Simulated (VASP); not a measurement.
Wanted: the native input for a VASP 6.6.1 run.

| Quantity | Value |
| --- | --- |
| Task | single point |
| Functional | LDA |
| Potentials or basis | VASP PAW LDA potentials, release 64 (Pt, Mn_pv) |
| Cutoff | 520 eV |
| k mesh | 11 × 11 × 4 |
| Occupations | fermi-dirac, width 0.05 eV |
| Spin | collinear spin, ferromagnetic start |
| Starting moments | [0.0, 0.0, 4.0] μB |
| Dipole correction | no |
| Further INCAR settings | ALGO = Fast; EDIFF = 1e-07; NBANDS = 28 |

The structure of MnPt2 lies in POSCAR:

```
MnPt2
1.0
    2.8197726289      0.0000000000      0.0000000000
   -1.4098863145      2.4419947296      0.0000000000
    0.0000000000      0.0000000000      6.4442160962
Pt Mn
2 1
Direct
    0.6666666667      0.3333333333      0.3162060000
    0.3333333333      0.6666666667      0.6837940000
    0.0000000000      0.0000000000      0.0000000000
```

This cell differs from its parent crystal: volume scaled by 0.96.

One way to write it, as run:

INCAR

```
SYSTEM = MnPt2
ALGO = Fast
EDIFF = 1E-7
ENCUT = 520
ISIF = 2
ISMEAR = -1
ISPIN = 2
LASPH = .TRUE.
LCHARG = .FALSE.
LMAXMIX = 4
LORBIT = 11
LREAL = .FALSE.
LWAVE = .FALSE.
MAGMOM = 0 0 4
NBANDS = 28
NELM = 150
PREC = Accurate
SIGMA = 0.05
```

KPOINTS

```
k-points
0
G
  11 11 4
  0 0 0
```

Potentials or basis: VASP PAW LDA potentials, release 64 (Pt, Mn_pv).

Run with:

```bash
$ cat potpaw_LDA.64/Pt/POTCAR potpaw_LDA.64/Mn_pv/POTCAR > POTCAR
$ mpirun -np 1 vasp_std > vasp.out
```

Results of the run:

* Pressure: -10.1 GPa
* Largest force: 0.032 eV/Å
* Net moment: 3.90 μB per cell
* Site moments: Pt +0.22; Mn +3.29 μB
* Valence electrons inside the program's atomic spheres: Pt 9.30; Mn 11.64

Run time: 2.3 min on 1 thread of Intel(R) Xeon(R) Platinum 8375C CPU @ 2.90GHz (Ice Lake), on a shared host, peak memory 0.23 GiB.
